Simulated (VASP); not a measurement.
Set up this calculation in VASP 6.6.1, as the native input.

- Task: single point
- Functional: PBEsol
- Potentials or basis: VASP PAW PBE potentials, release 64 (Cd)
- Cutoff: 520 eV
- k mesh: 9 × 9 × 9
- Occupations: gaussian, width 0.1 eV
- Spin: no spin polarisation
- Dipole correction: no
- Further INCAR settings: ALGO = Normal; EDIFF = 1e-06; NBANDS = 12

The structure of Cd lies in POSCAR:

```
Cd
1.0
    1.6080291515      0.9283960635      2.4492874100
   -1.6080291515      0.9283960635      2.4492874100
    0.0000000000     -1.8567921270      2.4492874100
Cd
1
Direct
    0.0000000000      0.0000000000      0.0000000000
```

These files were run (other wordings do the same):

INCAR

```
ALGO = Normal
EDIFF = 1E-6
ENCUT = 520
GGA = PS
ISIF = 2
ISMEAR = 0
LASPH = T
LCHARG = T
LELF = T
LREAL = F
LVHAR = T
LWAVE = F
NBANDS = 12
NELM = 100
PREC = Accurate
SIGMA = 0.1
```

KPOINTS

```
k-points
0
Gamma
  9 9 9
```

Potentials or basis: VASP PAW PBE potentials, release 64 (Cd).

Command:

```bash
$ cat potpaw_PBE.64/Cd/POTCAR > POTCAR
$ mpirun -np 1 vasp_std > vasp.out
```

Results of the run:

- Pressure: -1.7 GPa
- Band gap on the k mesh: zero (band 6 reaches 3.28 eV, above the bottom of band 7 at 1.35 eV)

Caveat: the PAW data sets were made with another functional, which shifts forces and pressure a little.

It took 7.6 s on 1 thread of Intel(R) Xeon(R) 6975P-C (Granite Rapids), on a shared host, peak memory 0.15 GiB.
